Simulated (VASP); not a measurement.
Write the native input for VASP 6.6.1 that does the following.

| Item | Value |
| --- | --- |
| Task | single point |
| Functional | PBE |
| Potentials or basis | VASP PAW PBE potentials, release 64 (Hf_pv, N) |
| Cutoff | 520 eV |
| k mesh | 3 × 5 × 3 |
| Occupations | gaussian, width 0.2 eV |
| Spin | no spin polarisation |
| Dipole correction | no |
| Further INCAR settings | ALGO = Normal; EDIFF = 1e-07; NBANDS = 30 |

The structure of Hf4N lies in POSCAR:

```
Hf4N
1.0
    5.1385235295      0.0000000000      0.0080240778
    0.0000000000      3.2128536193      0.0000000000
    0.0088183805      0.0000000000      5.6564789331
Hf N
4 1
Direct
    0.2466277665      0.5000000000      0.8415117813
    0.7533722335      0.5000000000      0.1584882187
    0.7432710665      0.0000000000      0.6718997810
    0.2567289335      0.0000000000      0.3281002190
    0.0000000000      0.0000000000      0.0000000000
```

This cell differs from its parent crystal: with an interstitial atom.

One way to write it, as run:

INCAR

```
SYSTEM = Hf4N
ALGO = Normal ; EDIFF = 1E-7
ENCUT = 520 ; GGA = PE
ISIF = 2 ; ISMEAR = 0
LASPH = .TRUE. ; LCHARG = .FALSE.
LREAL = .FALSE. ; LWAVE = .FALSE.
NBANDS = 30 ; NELM = 80
PREC = Accurate ; SIGMA = 0.2
```

KPOINTS

```
k-points
0
G
  3 5 3
  0 0 0
```

Potentials or basis: VASP PAW PBE potentials, release 64 (Hf_pv, N).

Run with:

```sh
$ cat potpaw_PBE.64/Hf_pv/POTCAR potpaw_PBE.64/N/POTCAR > POTCAR
$ mpirun -np 1 vasp_std > vasp.out
```

Results of the run:

```
Pressure               : -0.8 GPa
Largest force          : 0.078 eV/Å
Band gap on the k mesh : zero (an odd number of electrons rules out a gap without spin polarisation)
```

Caveat: the k points lie up to 0.41 Å⁻¹ apart, too coarse for converged energies and pressures of a metal; the cell differs from its parent crystal (with an interstitial atom); spin-orbit coupling is left out, which moves the levels of the heavy elements.

It took 23 s on 1 thread of Intel(R) Xeon(R) 6975P-C (Granite Rapids), on a shared host, peak memory 0.19 GiB.
